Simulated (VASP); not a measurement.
Input of a VASP 6.6.1 run:

File INCAR:

```
  PREC = Accurate
  ENCUT = 500
  EDIFF = 1E-6
  ISMEAR = -1
  SIGMA = 0.05
  LREAL = F
  LASPH = T
  NELM = 120
  ALGO = Normal
  ISIF = 2
  LWAVE = F
  LCHARG = T
  GGA = PE
  LELF = T
  LVHAR = T
  NBANDS = 13
  GGA_COMPAT = F
```

The input KPOINTS:

```
Automatic mesh
0
Gamma
  13 13 13
```

POSCAR

```
W
1.0
   -1.5772470000      1.5772470000      1.5772470000
    1.5772470000     -1.5772470000      1.5772470000
    1.5772470000      1.5772470000     -1.5772470000
W
1
Direct
    0.0000000000      0.0000000000      0.0000000000
```

Potentials or basis: VASP PAW PBE potentials, release 64 (W_sv).

Run with:

```bash
$ cat potpaw_PBE.64/W_sv/POTCAR > POTCAR
$ mpirun -np 1 vasp_std > vasp.out
```

Task: Estimate the pressure.

Result: 9.2 GPa.

Task: Estimate the band gap on the k mesh.

Result: Zero (band 7 reaches 16.16 eV, above the bottom of band 8 at 10.34 eV).

Caveat: spin-orbit coupling is left out, which moves the levels of the heavy elements.
